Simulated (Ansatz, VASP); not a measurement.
C: VASP beside Ansatz

The input INCAR:

```
  ALGO = Normal
  EDIFF = 1E-7
  ENCUT = 520
  GGA = PS
  ISIF = 2
  ISMEAR = 0
  IVDW = 12
  LASPH = T
  LCHARG = T
  LELF = T
  LREAL = F
  LVHAR = T
  LWAVE = F
  NBANDS = 11
  NELM = 80
  PREC = Accurate
  SIGMA = 0.05
```

KPOINTS

```
k-points
0
Gamma
  15 15 15
```

POSCAR

```
C
1.0
    1.2290461105      0.7095901028      3.2829684898
   -1.2290461105      0.7095901028      3.2829684898
    0.0000000000     -1.4191802055      3.2829684898
C
2
Direct
    0.1698022480      0.1698022480      0.1698022480
    0.8301977520      0.8301977520      0.8301977520
```

Input for Ansatz:

```yaml
crystal:
  lattice:
    - [1.2290461105, 0.7095901028, 3.2829684898]
    - [-1.2290461105, 0.7095901028, 3.2829684898]
    - [0.0, -1.4191802055, 3.2829684898]
  atoms:
    - { symbol: C, position: [0.169802248, 0.169802248, 0.169802248] }
    - { symbol: C, position: [0.830197752, 0.830197752, 0.830197752] }
basis:
  ecutwfc: 520.0
kpoints:
  mp_grid: { grid: [15, 15, 15] }
hamiltonian:
  xc: pbesol
  pseudopotentials: { kind: paw, azcp: { folder: soft_1 } }
  dispersion: d3bj
scf:
  occupations: { method: gaussian, width: 0.05 }
output:
  forces: true
  stress: true
  eigenvalues: true
  write_density: true
  write_potential: true
  elf: true
  volumetric_format: npy
```

Change from the starting cell: mode 4 frozen in at +0.032 Å and mode 6 at +0.000 Å (largest displacements).

Alike in both runs: task single point; functional PBEsol; dispersion D3(BJ); k mesh 15 × 15 × 15; occupations gaussian, width 0.05 eV; no spin polarisation.

```csv
,VASP,Ansatz
version,VASP 6.6.1,Ansatz 0.2.0
potentials or method,"VASP PAW PBE potentials, release 64 (C), cutoff 520 eV","scalar-relativistic, plane waves, PAW"
valence electrons in the cell,8,8
```

|  | VASP | Ansatz | Ansatz less VASP |
| --- | --- | --- | --- |
| gap on the k mesh at the Fermi level (eV) | 0.64 | 0.64 | -0.001 |
| least direct gap on the mesh (eV) | 0.64 | 0.64 | -0.001 |
| pressure (GPa) | 0.5 | -0.2 | -0.75 |
| traceless stress, the component that is largest in VASP (GPa) | -1.11 | -0.28 | +0.825 |
| rms of the force components (eV/Å) | 0.605 | 0.608 | +0.0034 |

VASP's potentials were made for PBE, not for PBEsol, and Ansatz warns of the same on its side. Atom by atom the forces differ by 0.003 eV/Å (rms over components).
